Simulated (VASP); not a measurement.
Input of a VASP 6.6.1 run:

File INCAR:

```
PREC     = Accurate       # precision mode
ENCUT    = 520            # plane-wave cutoff, eV
EDIFF    = 1E-6           # SCF threshold, eV
ISMEAR   = 0              # smearing method
SIGMA    = 0.01           # smearing width, eV
LREAL    = F              # projectors in reciprocal space
LASPH    = T              # aspherical terms in the spheres
NELM     = 80             # most SCF steps
ALGO     = Normal         # electronic algorithm
ISIF     = 2              # what is computed and relaxed
LWAVE    = F              # write WAVECAR
LCHARG   = F              # write CHGCAR
GGA      = CA             # functional
NBANDS   = 12             # bands
```

File KPOINTS:

```
regular mesh
0
Gamma
  8 8 8
```

File POSCAR:

```
LiF
1.0
    2.5595330000      0.0000000000      0.0000000000
    0.0000000000      2.5595330000      0.0000000000
    0.0000000000      0.0000000000      2.5595330000
Li F
1 1
Direct
    0.0000000000      0.0000000000      0.0000000000
    0.5000000000      0.5000000000      0.5000000000
```

Potentials or basis: VASP PAW LDA potentials, release 64 (Li_sv, F).

Launch:

```console
$ cat potpaw_LDA.64/Li_sv/POTCAR potpaw_LDA.64/F/POTCAR > POTCAR
$ mpirun -np 1 vasp_std > vasp.out
```

(1) Estimate the band gap on the k mesh.

## Answers

(1) 7.30 eV, indirect (least direct gap 7.99 eV).
